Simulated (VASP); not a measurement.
# BaO (Fm-3m) in VASP: notebook, part 2 of 4

VASP 6.6.1.

### Step 3. Band structure, PBE, non-collinear spin, zero start, spin-orbit coupling

POSCAR reads:

```
BaO                                     
1.0
    0.0000000000      2.8066082545      2.8066082545
    2.8066082545     -0.0000000000      2.8066082545
    2.8066082545      2.8066082545     -0.0000000000
  Ba              O             
     1     1
Direct
     0.0000000000000000    0.0000000000000000    0.0000000000000000
     0.5000000000000000    0.5000000000000000    0.5000000000000000
```

INCAR.step1 reads:

```
SYSTEM = BaO
  ALGO = Fast
  EDIFF = 1E-7
  ENCUT = 520
  GGA = PE
  GGA_COMPAT = .FALSE.
  ISIF = 2
  ISMEAR = 0
  KPAR = 4
  LASPH = .TRUE.
  LCHARG = .TRUE.
  LORBIT = 11
  LREAL = .FALSE.
  LSORBIT = .TRUE.
  LWAVE = .FALSE.
  MAGMOM = 0 0 0 0 0 0
  NBANDS = 28
  NELM = 60
  PREC = Accurate
  SIGMA = 0.02
```

KPOINTS.step1 reads:

```
k-points
0
G
  8 8 8
  0 0 0
```

INCAR.step2 reads:

```
SYSTEM = BaO
  ALGO = Fast
  EDIFF = 1E-7
  ENCUT = 520
  GGA = PE
  GGA_COMPAT = .FALSE.
  ICHARG = 11
  ISIF = 2
  ISMEAR = 0
  KPAR = 4
  LASPH = .TRUE.
  LCHARG = .FALSE.
  LORBIT = 11
  LREAL = .FALSE.
  LSORBIT = .TRUE.
  LWAVE = .FALSE.
  MAGMOM = 0 0 0 0 0 0
  NBANDS = 28
  NELM = 60
  PREC = Accurate
  SIGMA = 0.05
```

KPOINTS.step2 reads:

```
path GXWKGLUWLK,UX
15
line-mode
reciprocal
 0.0000000000  0.0000000000  0.0000000000  G
 0.5000000000  0.0000000000  0.5000000000  X

 0.5000000000  0.0000000000  0.5000000000  X
 0.5000000000  0.2500000000  0.7500000000  W

 0.5000000000  0.2500000000  0.7500000000  W
 0.3750000000  0.3750000000  0.7500000000  K

 0.3750000000  0.3750000000  0.7500000000  K
 0.0000000000  0.0000000000  0.0000000000  G

 0.0000000000  0.0000000000  0.0000000000  G
 0.5000000000  0.5000000000  0.5000000000  L

 0.5000000000  0.5000000000  0.5000000000  L
 0.6250000000  0.2500000000  0.6250000000  U

 0.6250000000  0.2500000000  0.6250000000  U
 0.5000000000  0.2500000000  0.7500000000  W

 0.5000000000  0.2500000000  0.7500000000  W
 0.5000000000  0.5000000000  0.5000000000  L

 0.5000000000  0.5000000000  0.5000000000  L
 0.3750000000  0.3750000000  0.7500000000  K

 0.6250000000  0.2500000000  0.6250000000  U
 0.5000000000  0.0000000000  0.5000000000  X
```

Potentials or basis: VASP PAW PBE potentials, release 64 (Ba_sv, O).

Command:

```
cat potpaw_PBE.64/Ba_sv/POTCAR potpaw_PBE.64/O/POTCAR > POTCAR
cp INCAR.step1 INCAR
cp KPOINTS.step1 KPOINTS
mpirun -np 4 vasp_ncl > vasp.out
cp INCAR.step2 INCAR
cp KPOINTS.step2 KPOINTS
mpirun -np 4 vasp_ncl > vasp.out
```

OUTCAR:

```text
SYSTEM = BaO
   EDIFF = 1E-7
   ENCUT = 520
   GGA = PE
   ICHARG = 11
   ISIF = 2
   ISMEAR = 0
   LASPH = .TRUE.
   LORBIT = 11
   LREAL = .FALSE.
   LSORBIT = .TRUE.
   NELM = 60
   PREC = Accurate

 ion  position               nearest neighbor table
   1  0.000  0.000  0.000-   2 2.81   2 2.81   2 2.81   2 2.81   2 2.81   2 2.81
   2  0.500  0.500  0.500-   1 2.81   1 2.81   1 2.81   1 2.81   1 2.81   1 2.81

  LATTYP: Found a face centered cubic cell.
 ALAT       =     5.6132165090

  Lattice vectors:

 A1 = (   0.0000000000,   2.8066082545,   2.8066082545)
 A2 = (   2.8066082545,   0.0000000000,   2.8066082545)
 A3 = (   2.8066082545,   2.8066082545,   0.0000000000)

Analysis of symmetry for initial positions (statically):
=====================================================================
 Subroutine PRICEL returns:
 Original cell was already a primitive cell.

 Routine SETGRP: Setting up the symmetry group for a
 face centered cubic supercell.

 Subroutine GETGRP returns: Found 48 space group operations
 (whereof 48 operations were pure point group operations)
 out of a pool of 48 trial point group operations.

The static configuration has the point symmetry O_h .

Analysis of symmetry for dynamics (positions and initial velocities):
=====================================================================
 Subroutine PRICEL returns:
 Original cell was already a primitive cell.

 Routine SETGRP: Setting up the symmetry group for a
 face centered cubic supercell.

 Subroutine GETGRP returns: Found 48 space group operations
 (whereof 48 operations were pure point group operations)
 out of a pool of 48 trial point group operations.

The dynamic configuration has the point symmetry O_h .

Analysis of structural, dynamic, and magnetic symmetry:
=====================================================================
 Subroutine PRICEL returns:
 Original cell was already a primitive cell.

 Routine SETGRP: Setting up the symmetry group for a
 face centered cubic supercell.

 Subroutine GETGRP returns: Found 48 space group operations
 (whereof 48 operations were pure point group operations)
 out of a pool of 48 trial point group operations.

The overall configuration has the point symmetry O_h .

 Subroutine INISYM returns: Found 48 space group operations
 (whereof 48 operations are pure point group operations),
 and found     1 'primitive' translations

----------------------------------------------------------------------------------------

                                     Primitive cell

  volume of cell :      44.2156

  direct lattice vectors                    reciprocal lattice vectors
     0.000000000  2.806608254  2.806608254    -0.178150976  0.178150976  0.178150976
     2.806608254  0.000000000  2.806608254     0.178150976 -0.178150976  0.178150976
[... 112 lines left out ...]
  energy-cutoff  :      520.00
  volume of cell :       44.22
 maximum number of plane-waves:      2486
 NGX is ok and might be reduce to    30

 number of electron      16.0000003 magnetization       0.0000000      0.0000000     -0.0000000

 Free energy of the ion-electron system (eV)
  ---------------------------------------------------
  ext. energy  EPLUGINS =         0.00000000
  ---------------------------------------------------
  free energy    TOTEN  =       -11.52189056 eV

  energy without entropy =      -11.52189056  energy(sigma->0) =      -11.52189056

 E-fermi :   1.8973     XC(G=0):  -9.4394

 val. band max:        1.6654044441   @ k =   0.5000   0.0000   0.5000
 cond. band min:       3.7031094616   @ k =   0.5000   0.0000   0.5000
 fundamental gap:      2.0377050175
 Fermi energy:         1.8973321978

 k-point     1 :       0.0000    0.0000    0.0000
  band No.  band energies     occupation
      1     -24.3149      1.00000
      2     -24.3149      1.00000
      3     -13.2963      1.00000
      4     -13.2963      1.00000
      5     -10.2891      1.00000
      6     -10.2891      1.00000
[... 733 lines left out ...]
     27      13.2544      0.00000
     28      13.2730      0.00000

 [... further k-points ...]
[... 5 lines left out ...]
  --------------------------------------------------------------------------------------
  -------------------------------------------------------------------------------------
  Total        2.8374751      2.8374751      2.8374751     -0.0000000     -0.0000000      0.0000000
  in kB      102.8175488    102.8175488    102.8175488     -0.0000000     -0.0000000      0.0000000
  external PRESSURE =     102.8175488 kB  Pullay stress =       0.0000000 kB

 VOLUME and BASIS-vectors are now :
 -----------------------------------------------------------------------------
  energy-cutoff  :      520.00
  volume of cell :       44.22
      direct lattice vectors                 reciprocal lattice vectors
     0.000000000  2.806608254  2.806608254    -0.178150976  0.178150976  0.178150976
     2.806608254  0.000000000  2.806608254     0.178150976 -0.178150976  0.178150976
     2.806608254  2.806608254  0.000000000     0.178150976  0.178150976 -0.178150976

 POSITION                                       TOTAL-FORCE (eV/Angst)
 -----------------------------------------------------------------------------------
      0.00000      0.00000      0.00000        -0.000000      0.000000      0.000000
      2.80661      2.80661      2.80661         0.000000     -0.000000     -0.000000
 -----------------------------------------------------------------------------------
    total drift:                                0.000000      0.000000      0.000000

  FREE ENERGIE OF THE ION-ELECTRON SYSTEM (eV)
  ---------------------------------------------------
  free  energy   TOTEN  =       -11.5218905611 eV

  energy  without entropy=      -11.5218905611  energy(sigma->0) =      -11.52189056

 Spin-Orbit-Coupling matrix elements

 Ion:    1  E_soc:     -0.3910739
 l=   1
     0.0000000    -0.0650349    -0.0650349
    -0.0650349     0.0000000    -0.0650349
    -0.0650349    -0.0650349     0.0000000
 l=   2
     0.0000000    -0.0000072     0.0000000    -0.0000072    -0.0001369
    -0.0000072     0.0000000    -0.0001027    -0.0000072    -0.0000342
     0.0000000    -0.0001027     0.0000000    -0.0001027     0.0000000
    -0.0000072    -0.0000072    -0.0001027     0.0000000    -0.0000342
    -0.0001369    -0.0000342     0.0000000    -0.0000342     0.0000000
 l=   3
     0.0000000     0.0000000     0.0000000     0.0000000     0.0000000     0.0000000     0.0000000
     0.0000000     0.0000000     0.0000000     0.0000000     0.0000000     0.0000000     0.0000000
     0.0000000     0.0000000     0.0000000     0.0000000     0.0000000     0.0000000     0.0000000
     0.0000000     0.0000000     0.0000000     0.0000000     0.0000000     0.0000000     0.0000000
     0.0000000     0.0000000     0.0000000     0.0000000     0.0000000     0.0000000     0.0000000
     0.0000000     0.0000000     0.0000000     0.0000000     0.0000000     0.0000000     0.0000000
     0.0000000     0.0000000     0.0000000     0.0000000     0.0000000     0.0000000     0.0000000

 Ion:    2  E_soc:     -0.0005961
 l=   1
     0.0000000    -0.0000993    -0.0000993
    -0.0000993     0.0000000    -0.0000993
    -0.0000993    -0.0000993     0.0000000
 l=   2
     0.0000000     0.0000000     0.0000000     0.0000000     0.0000000
     0.0000000     0.0000000     0.0000000     0.0000000     0.0000000
     0.0000000     0.0000000     0.0000000     0.0000000     0.0000000
     0.0000000     0.0000000     0.0000000     0.0000000     0.0000000
     0.0000000     0.0000000     0.0000000     0.0000000     0.0000000
 l=   3
     0.0000000     0.0000000     0.0000000     0.0000000     0.0000000     0.0000000     0.0000000
     0.0000000     0.0000000     0.0000000     0.0000000     0.0000000     0.0000000     0.0000000
     0.0000000     0.0000000     0.0000000     0.0000000     0.0000000     0.0000000     0.0000000
     0.0000000     0.0000000     0.0000000     0.0000000     0.0000000     0.0000000     0.0000000
     0.0000000     0.0000000     0.0000000     0.0000000     0.0000000     0.0000000     0.0000000
     0.0000000     0.0000000     0.0000000     0.0000000     0.0000000     0.0000000     0.0000000
     0.0000000     0.0000000     0.0000000     0.0000000     0.0000000     0.0000000     0.0000000

 total charge

# of ion       s       p       d       tot
------------------------------------------
    1        2.004   5.632   0.265   7.901
    2        1.552   3.452   0.000   5.004
--------------------------------------------------
tot          3.555   9.085   0.265  12.905

 magnetization (x)

# of ion       s       p       d       tot
------------------------------------------
    1        0.000   0.000   0.000   0.000
    2        0.000  -0.000   0.000  -0.000
--------------------------------------------------
tot          0.000  -0.000   0.000  -0.000

 magnetization (y)

# of ion       s       p       d       tot
------------------------------------------
    1        0.000  -0.000   0.000   0.000
    2        0.000  -0.000   0.000  -0.000
--------------------------------------------------
tot          0.000  -0.000   0.000   0.000

 magnetization (z)

# of ion       s       p       d       tot
------------------------------------------
    1        0.000   0.000  -0.000   0.000
    2        0.000   0.000   0.000   0.000
--------------------------------------------------
tot          0.000   0.000  -0.000   0.000
```

Wall time 1.8 min (4 MPI ranks of Intel Xeon 6975P-C (Granite Rapids), shared host); peak memory 0.43 GiB.

Results:

| Property | Result |
| --- | --- |
| Net moment | 0.00 μB per cell |

Moments on the atoms (μB; x, y, z):
```
Ba  0.00 0.00 0.00
O   0.00 0.00 0.00
```

Caveat: the log is that of the step along the path at fixed density, whose energy, stress, charges and moments have no meaning.

(Continued in part 3 of 4.)
